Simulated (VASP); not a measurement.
Cu32O15F (a cell with a defect), 48 atoms in the cell. The cell holds a defect, 48 atoms: a = 8.520 Å, b = 8.520 Å, c = 8.520 Å, α = 90.00°, β = 90.00°, γ = 90.00°. 

```yaml
Program: VASP 6.6.1
Task: single point
Functional: PBE
Potentials_or_basis: VASP PAW PBE potentials, release 64 (Cu, F, O)
Cutoff: 520 eV
k_mesh: 2 × 2 × 2
Occupations: fermi-dirac, width 0.01 eV
Spin: no spin polarisation
Dipole_correction: no
Charge: 1
Further_INCAR_settings: LREAL = Auto; ALGO = Normal; EDIFF = 1e-07; NBANDS = 254; NELECT = 448.0
```

Potentials or basis: VASP PAW PBE potentials, release 64 (Cu, F, O).

The run is started by

```sh
$ cat potpaw_PBE.64/Cu/POTCAR potpaw_PBE.64/F/POTCAR potpaw_PBE.64/O/POTCAR > POTCAR
$ mpirun -np 1 vasp_std > vasp.out
```

Hardware: 1 × NVIDIA H100 80GB with 1 thread of Intel(R) Xeon(R) Platinum 8481C CPU @ 2.70GHz (Sapphire Rapids), with other jobs on the host.

**Question.** How long does it take, and how much memory?

**Answer.** Run time: 3.2 min on 1 × NVIDIA H100 80GB with 1 thread of Intel(R) Xeon(R) Platinum 8481C CPU @ 2.70GHz (Sapphire Rapids) (shared host), peak memory 1.7 GiB. Counts: scf iterations 23, k points 4.
